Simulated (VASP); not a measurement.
# Hf (P6_3/mmc) in VASP: further runs

Runs on Hf. Level: LDA. Tasks: single point, relaxation of cell and atoms.

Everything below comes from runs of VASP 6.6.1. Logs are shortened: lines on timing, memory, paths and dates and some standing lists are left out, and cuts for length are marked.

### Step 1. The cell of the first run

It takes space group P6_3/mmc (No. 194, hexagonal). Conventional cell: a = 3.115 Å, b = 3.115 Å, c = 4.970 Å, α = 90.00°, β = 90.00°, γ = 120.00°. Within 4.0 Å of Hf (site symmetry -6m2) lie 12 Hf at 3.07 to 3.12 Å.

### Step 2. Single point, LDA

INCAR reads:

```
SYSTEM = Hf
PREC = Accurate ; ENCUT = 520
EDIFF = 1E-6 ; ISMEAR = 0
SIGMA = 0.1 ; LREAL = .FALSE.
LASPH = .TRUE. ; NELM = 60
ALGO = Normal ; ISIF = 2
LWAVE = .FALSE. ; LCHARG = .TRUE.
LELF = .TRUE. ; LVHAR = .TRUE.
NBANDS = 17
```

KPOINTS reads:

```
Automatic mesh
0
G
  7 7 4
  0 0 0
```

POSCAR reads:

```
Hf
1.0
    3.1152367095      0.0000000000      0.0000000000
   -1.5576183548      2.6978741293      0.0000000000
    0.0000000000      0.0000000000      4.9696764581
Hf
2
Direct
    0.3333333333      0.6666666667      0.2500000000
    0.6666666667      0.3333333333      0.7500000000
```

Potentials or basis: VASP PAW LDA potentials, release 64 (Hf_pv).

The run is started by

```
$ cat potpaw_LDA.64/Hf_pv/POTCAR > POTCAR
$ mpirun -np 1 vasp_std > vasp.out
```

OUTCAR:

```text
SYSTEM = Hf
   PREC = Accurate
   ENCUT = 520
   EDIFF = 1E-6
   ISMEAR = 0
   LREAL = .FALSE.
   LASPH = .TRUE.
   NELM = 60
   ISIF = 2

 ion  position               nearest neighbor table
   1  0.333  0.667  0.250-   2 3.07   2 3.07   2 3.07   2 3.07   2 3.07   2 3.07
   2  0.667  0.333  0.750-   1 3.07   1 3.07   1 3.07   1 3.07   1 3.07   1 3.07

  LATTYP: Found a hexagonal cell.
 ALAT       =     3.1152367095
 C/A-ratio  =     1.5952805265

  Lattice vectors:

 A1 = (   3.1152367095,   0.0000000000,   0.0000000000)
 A2 = (  -1.5576183548,   2.6978741293,   0.0000000000)
 A3 = (   0.0000000000,   0.0000000000,   4.9696764581)

Analysis of symmetry for initial positions (statically):
=====================================================================
 Subroutine PRICEL returns:
 Original cell was already a primitive cell.

 Routine SETGRP: Setting up the symmetry group for a
 hexagonal supercell.

 Subroutine GETGRP returns: Found 24 space group operations
 (whereof 12 operations were pure point group operations)
 out of a pool of 24 trial point group operations.

The static configuration has the point symmetry D_3d.
 The point group associated with its full space group is D_6h.

Analysis of symmetry for dynamics (positions and initial velocities):
=====================================================================
 Subroutine PRICEL returns:
 Original cell was already a primitive cell.

 Routine SETGRP: Setting up the symmetry group for a
 hexagonal supercell.

 Subroutine GETGRP returns: Found 24 space group operations
 (whereof 12 operations were pure point group operations)
 out of a pool of 24 trial point group operations.

The dynamic configuration has the point symmetry D_3d.
 The point group associated with its full space group is D_6h.

 Subroutine INISYM returns: Found 24 space group operations
 (whereof 12 operations are pure point group operations),
 and found     1 'primitive' translations

----------------------------------------------------------------------------------------

                                     Primitive cell

  volume of cell :      41.7677

  direct lattice vectors                    reciprocal lattice vectors
     3.115236709  0.000000000  0.000000000     0.321002894  0.185331107  0.000000000
    -1.557618355  2.697874129  0.000000000     0.000000000  0.370662215  0.000000000
     0.000000000  0.000000000  4.969676458     0.000000000  0.000000000  0.201220343

  length of vectors
     3.115236709  3.115236710  4.969676458     0.370662215  0.370662215  0.201220343

  position of ions in fractional coordinates (direct lattice)
     0.333333333  0.666666667  0.250000000
     0.666666667  0.333333333  0.750000000

  ion indices of the primitive-cell ions
   primitive index   ion index
                 1           1
                 2           2

----------------------------------------------------------------------------------------

 KPOINTS: Automatic mesh

Automatic generation of k-mesh.
 Grid dimensions read from file:
 generate k-points for:    7    7    4

 Generating k-lattice:

  Cartesian coordinates                     Fractional coordinates (reciprocal lattice)
     0.045857556  0.026475872  0.000000000     0.142857143  0.000000000  0.000000000
     0.000000000  0.052951745  0.000000000     0.000000000  0.142857143  0.000000000
     0.000000000  0.000000000  0.050305086     0.000000000  0.000000000  0.250000000

  Length of vectors
     0.052951745  0.052951745  0.050305086

  Shift w.r.t. Gamma in fractional coordinates (k-lattice)
     0.000000000  0.000000000  0.000000000

 Subroutine IBZKPT returns following result:
 ===========================================

 Found     24 irreducible k-points:

 Following reciprocal coordinates:
            Coordinates               Weight
  0.000000  0.000000  0.000000      1.000000
  0.142857  0.000000  0.000000      6.000000
  0.285714 -0.000000  0.000000      6.000000
  0.428571  0.000000  0.000000      6.000000
  0.142857  0.142857  0.000000      6.000000
  0.285714  0.142857  0.000000     12.000000
[... 16 lines left out ...]
  0.428571  0.142857  0.500000      6.000000
  0.285714  0.285714  0.500000      6.000000
   k-points           NKPTS =     24   k-points in BZ     NKDIM =     24   number of bands    NBANDS=     17
   number of dos      NEDOS =    301   number of ions     NIONS =      2
   total plane-waves  NPLWV =  23040
   dimension x,y,z NGX =    24 NGY =   24 NGZ =   40
   dimension x,y,z NGXF=    48 NGYF=   48 NGZF=   80
   ions per type =               2
   NGX,Y,Z   is equivalent  to a cutoff of  12.81, 12.81, 13.38 a.u.
   NGXF,Y,Z  is equivalent  to a cutoff of  25.62, 25.62, 26.76 a.u.
 SYSTEM =  Hf
   PREC   = accura    normal or accurate (medium, high low for compatibility)
   ISTART =      0    job   : 0-new  1-cont  2-samecut
   ICHARG =      2    charge: 1-file 2-atom 10-const
   ISPIN  =      1    spin polarized calculation?
   LNONCOLLINEAR =      F non collinear calculations
   LSORBIT =      F    spin-orbit coupling
   LASPH  =      T    aspherical Exc in radial PAW
   ENCUT  =  520.0 eV  38.22 Ry    6.18 a.u.   5.79  5.79  9.24*2*pi/ulx,y,z
   NELM   =     60;   NELMIN=  2; NELMDL= -5     # of ELM steps
   EDIFF  = 0.1E-05   stopping-criterion for ELM
   LREAL  =      F    real-space projection
   EDIFFG = 0.1E-04   stopping-criterion for IOM
   NSW    =      0    number of steps for IOM
   IBRION =     -1    ionic relax: 0-MD 1-quasi-New 2-CG
   NFREE  =      0    steps in history (QN), initial steepest desc. (CG)
   ISIF   =      2    stress and relaxation
   ISYM   =      2    0-nonsym 1-usesym 2-fastsym
   POTIM  = 0.5000    time-step for ionic-motion
   TEBEG  =    0.0;   TEEND  =   0.0 temperature during run
   PSTRESS=    0.0 pullay stress
   NELECT =      20.0000    total number of electrons
   NUPDOWN=      -1.0000    fix difference up-down
   EMIN   =  10.00;   EMAX   =-10.00  energy-range for DOS
   EFERMI =   0.00;   METHOD = LEGACY
   ISMEAR =     0;   SIGMA  =   0.10  broadening in eV -4-tet -1-fermi 0-gaus
   EFERMI_NEDOS =   21; number of points for ismear=-14 and -15
   IALGO  =     38    algorithm
   IMIX   =      4    mixing-type and parameters
     AMIX     =   0.40;   BMIX     =  1.00
     AMIX_MAG =   1.60;   BMIX_MAG =  1.00
  volume/ion in A,a.u.               =      20.88       140.93
  Fermi-wavevector in a.u.,A,eV,Ry     =   1.280770  2.420305 22.318620  1.640372
  Thomas-Fermi vector in A             =   2.413179
   LORBIT       =      0    0 simple, 1 ext, 2 COOP (PROOUT), +10 PAW based schemes
   GGA     = CA    functional components
   LHFCALC =     F    Hartree Fock is set to
   AEXX    =    0.0000 exact exchange contribution
   IVDW    =     0    specifies the selected vdW correction
   LEPSILON=     F    determine dielectric tensor
   LRPA    =     F    only Hartree local field effects (RPA)
 non-spin polarized calculation
 Gauss-broadening in eV      SIGMA  =   0.10
  energy-cutoff  :      520.00
  volume of cell :       41.77
 maximum number of plane-waves:      1136
 NGX is ok and might be reduce to    24
   NGX = 11   NGY = 11   NGZ = 19

 number of electron      19.9999997 magnetization

 Free energy of the ion-electron system (eV)
  ---------------------------------------------------
  ext. energy  EPLUGINS =         0.00000000
  ---------------------------------------------------
  free energy    TOTEN  =       -21.38413673 eV

  energy without entropy =      -21.37511034  energy(sigma->0) =      -21.37962353

 E-fermi :   5.3735     XC(G=0): -11.7879

 val. band max:        5.3647023996   @ k =   0.0000   0.0000   0.5000
 cond. band min:       5.4888866599   @ k =   0.2857   0.2857   0.0000
 fundamental gap:      0.1241842603
 Fermi energy:         5.3735272432

 k-point     1 :       0.0000    0.0000    0.0000
  band No.  band energies     occupation
      1     -25.6090      2.00000
      2     -24.6689      2.00000
      3     -24.6689      2.00000
      4     -24.5160      2.00000
      5     -24.5139      2.00000
      6     -24.5139      2.00000
[... 9 lines left out ...]
     16       8.0448      0.00000
     17      10.9227      0.00000

 k-point     2 :       0.1429    0.0000    0.0000
  band No.  band energies     occupation
      1     -25.5431      2.00000
      2     -24.8128      2.00000
      3     -24.7152      2.00000
      4     -24.6633      2.00000
      5     -24.5456      2.00000
      6     -24.5339      2.00000
[... 9 lines left out ...]
     16       7.8928      0.00000
     17      11.3525      0.00000

 k-point     3 :       0.2857   -0.0000    0.0000
  band No.  band energies     occupation
      1     -25.3719      2.00000
      2     -25.1343      2.00000
      3     -24.9757      2.00000
      4     -24.8126      2.00000
      5     -24.6346      2.00000
      6     -24.5841      2.00000
[... 9 lines left out ...]
     16       9.5389      0.00000
     17      11.8914      0.00000

 k-point     4 :       0.4286    0.0000    0.0000
  band No.  band energies     occupation
      1     -25.3879      2.00000
      2     -25.2076      2.00000
      3     -25.1809      2.00000
      4     -24.8863      2.00000
      5     -24.7590      2.00000
      6     -24.6270      2.00000
[... 9 lines left out ...]
     16      11.5696      0.00000
     17      12.1168      0.00000
[... 343 lines left out ...]
      1     -25.3758      2.00000
      2     -25.3758      2.00000
      3     -24.8765      2.00000
      4     -24.8765      2.00000
      5     -24.7130      2.00000
      6     -24.7130      2.00000
[... 9 lines left out ...]
     16      10.9541      0.00000
     17      11.8572      0.00000

 k-point    23 :       0.4286    0.1429    0.5000
  band No.  band energies     occupation
      1     -25.4579      2.00000
      2     -25.4579      2.00000
      3     -24.9227      2.00000
      4     -24.9227      2.00000
      5     -24.7132      2.00000
      6     -24.7132      2.00000
[... 9 lines left out ...]
     16      11.2291      0.00000
     17      13.0277      0.00000

 k-point    24 :       0.2857    0.2857    0.5000
  band No.  band energies     occupation
      1     -25.3811      2.00000
      2     -25.3811      2.00000
      3     -25.0549      2.00000
      4     -25.0549      2.00000
      5     -24.6963      2.00000
      6     -24.6963      2.00000
[... 9 lines left out ...]
     16      11.0515      0.00000
     17      13.7767      0.00000

------------------------ aborting loop because EDIFF is reached ----------------------------------------

  FORCE on cell =-STRESS in cart. coord.  units (eV):
  Direction    XX          YY          ZZ          XY          YZ          ZX
  --------------------------------------------------------------------------------------
  -------------------------------------------------------------------------------------
  Total        0.0483660      0.0483660     -0.0110013     -0.0000000      0.0000000      0.0000000
  in kB        1.8552812      1.8552812     -0.4219994     -0.0000000      0.0000000      0.0000000
  external PRESSURE =       1.0961877 kB  Pullay stress =       0.0000000 kB

 VOLUME and BASIS-vectors are now :
 -----------------------------------------------------------------------------
  energy-cutoff  :      520.00
  volume of cell :       41.77
      direct lattice vectors                 reciprocal lattice vectors
     3.115236709  0.000000000  0.000000000     0.321002894  0.185331107  0.000000000
    -1.557618355  2.697874129  0.000000000     0.000000000  0.370662215  0.000000000
     0.000000000  0.000000000  4.969676458     0.000000000  0.000000000  0.201220343

 POSITION                                       TOTAL-FORCE (eV/Angst)
 -----------------------------------------------------------------------------------
     -0.00000      1.79858      1.24242         0.000000      0.000000      0.000000
      1.55762      0.89929      3.72726        -0.000000     -0.000000      0.000000
 -----------------------------------------------------------------------------------
    total drift:                               -0.000000      0.000000     -0.000000

  FREE ENERGIE OF THE ION-ELECTRON SYSTEM (eV)
  ---------------------------------------------------
  free  energy   TOTEN  =       -21.3841367269 eV

  energy  without entropy=      -21.3751103397  energy(sigma->0) =      -21.37962353
```

Run time: 10 s. Hardware: 1 thread of Intel Xeon Platinum 8488C (Sapphire Rapids), shared host; peak memory 0.15 GiB.

Results:

```
Free energy            : -21.3841 eV
Pressure               : 0.1 GPa
Band gap on the k mesh : zero (band 10 reaches 6.42 eV, above the bottom of band 11 at 5.18 eV)
```

Stress tensor (GPa, compression positive):
```
 0.19  0.00  0.00
 0.00  0.19  0.00
 0.00  0.00 -0.04
```

Caveat: spin-orbit coupling is left out, which moves the levels of the heavy elements.

### Step 3. Relaxation of cell and atoms, LDA

This run uses another cell than the first one, of 22.38 Å³/atom, 1.072 times its volume.

INCAR reads:

```
SYSTEM = Hf
  ALGO = Normal
  EDIFF = 1E-6
  EDIFFG = -0.02
  ENCUT = 600
  GGA = CA
  IBRION = 2
  ISIF = 3
  ISMEAR = 0
  LASPH = .TRUE.
  LCHARG = .FALSE.
  LREAL = .FALSE.
  LWAVE = .FALSE.
  NELM = 100
  NSW = 80
  PREC = Accurate
  SIGMA = 0.1
```

KPOINTS reads:

```
k-points
0
G
  7 7 4
  0 0 0
```

POSCAR reads:

```
Hf
1.0
    3.1967000000      0.0000000000      0.0000000000
   -1.5983500000      2.7684234083      0.0000000000
    0.0000000000      0.0000000000      5.0578000000
Hf
2
Direct
    0.3333333333      0.6666666667      0.2500000000
    0.6666666667      0.3333333333      0.7500000000
```

Potentials or basis: VASP PAW LDA potentials, release 64 (Hf_pv).

The run is started by

```
$ cat potpaw_LDA.64/Hf_pv/POTCAR > POTCAR
$ mpirun -np 1 vasp_std > vasp.out
```

Wall time 29 s (1 thread of Intel Xeon Platinum 8488C (Sapphire Rapids), shared host); peak memory 0.17 GiB.

Results (log left out):

| Item | Value |
| --- | --- |
| Free energy | -21.3846 eV |
| Relaxed volume | 20.89 Å³/atom |
| Relaxed cell | a = 3.121 Å, b = 3.121 Å, c = 4.953 Å, α = 90.00°, β = 90.00°, γ = 120.00° |
| Space group after relaxing (to 0.05 Å) | P6_3/mmc (No. 194) |
| Energy gained by relaxing | 35.9 meV/atom |
| Ionic steps | 4 |
| Pressure after relaxing | 0.0 GPa |
| Band gap on the k mesh | zero (band 10 reaches 6.41 eV, above the bottom of band 11 at 5.18 eV) |

Stress tensor (GPa, compression positive):
```
-0.03  0.00  0.00
 0.00 -0.03  0.00
 0.00  0.00  0.13
```

The path:
| step | energy change (eV) | largest force (eV/Å) | pressure (GPa) | volume (Å³) |
| --- | --- | --- | --- | --- |
| 1 | 0.0000 | 0.0000 | -7.32 | 44.76 |
| 2 | 0.0393 | 0.0000 | 11.39 | 38.46 |
| 3 | -0.0718 | 0.0000 | -0.14 | 41.83 |
| 4 | -0.0718 | 0.0000 | 0.02 | 41.77 |

Final structure:
```
CELL_PARAMETERS angstrom
3.12078 0.00000 0.00000
-1.56039 2.70267 0.00000
0.00000 0.00000 4.95268
ATOMIC_POSITIONS crystal
Hf 0.33333 0.66667 0.25000
Hf 0.66667 0.33333 0.75000
```

Levels at points of the mesh, in eV from the Fermi level:
| k point | band 8 | band 9 | band 10 | band 11 | band 12 | band 13 |
| --- | --- | --- | --- | --- | --- | --- |
| (0.00, 0.00, 0.00) | -4.02 | 0.94 | 1.03 | 1.03 | 1.30 | 1.92 |
| (0.00, 0.00, 0.50) | -5.54 | 0.01 | 0.01 | 0.92 | 0.92 | 0.92 |

Caveat: spin-orbit coupling is left out, which moves the levels of the heavy elements. Zero-point motion and thermal expansion aren't in these numbers.
